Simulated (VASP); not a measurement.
Runs of VASP 6.6.1 on GdMn. The structure is that of space group Pm-3m (No. 221), or close to it. The cells are those of the table. 

```csv
level,spin,U,cell,smearing,gap on the mesh (eV),pressure (GPa),moment (μB)
PBE+U,off,Gd f U = 6.0 eV,"a = 3.562 Å, 2 atoms",gaussian 0.05 eV,none,-6.6,-
PBE+U,"collinear, ferrimagnetic start",Gd f U = 6.0 eV,"a = 3.562 Å, 2 atoms",tetrahedron,none,0.2,(d)
RPBE+U,"collinear, ferrimagnetic start",Mn d U = 3.0 eV,"a = 3.562 Å, 2 atoms",gaussian 0.05 eV,none,9.1,(b)
PBE+U,"collinear, ferrimagnetic start",Gd f U = 6.0 eV,"a = 3.586 Å, 2 atoms",gaussian 0.05 eV,none,-0.8,4.12
PBE+U,"collinear, ferrimagnetic start",Gd f U = 6.0 eV,"a = 3.538 Å, 2 atoms",gaussian 0.05 eV,none,0.8,(c)
PBE+U,"collinear, ferrimagnetic start",Gd f U = 6.0 eV,"a = 3.644 Å, 2 atoms",gaussian 0.05 eV,none,-2.8,4.03
PBE+U,"collinear, ferrimagnetic start",Gd f U = 6.0 eV,"a = 3.609 Å, 2 atoms",gaussian 0.05 eV,none,-1.6,4.08
PBE+U,"collinear, ferrimagnetic start",Gd f U = 6.0 eV,"a = 3.514 Å, 2 atoms",gaussian 0.05 eV,none,1.6,(a)
```

Alike in all rows: task single point; potentials or basis VASP PAW PBE potentials, release 64 (Gd, Mn_pv); k mesh 8 × 8 × 8; cutoff (eV) 520.

Q: Fill in the values left out.

A: (a) 4.35; (b) 3.20; (c) 4.27; (d) 4.10.

Caveats: spin-orbit coupling is left out, which moves the levels of the heavy elements; the cell stands under tension (at least some runs); U without spin polarisation on a metal has little footing (at least some runs); tetrahedron occupations give inexact forces and stress in metals (at least some runs); the cell stands under pressure (at least some runs); the PAW data sets were made with another functional, which shifts forces and pressure a little (at least some runs).

A k mesh can miss the band edges, and the runs leave out spin-orbit coupling on Gd.

A gap of «none» marks levels without a gap at the run's occupations.
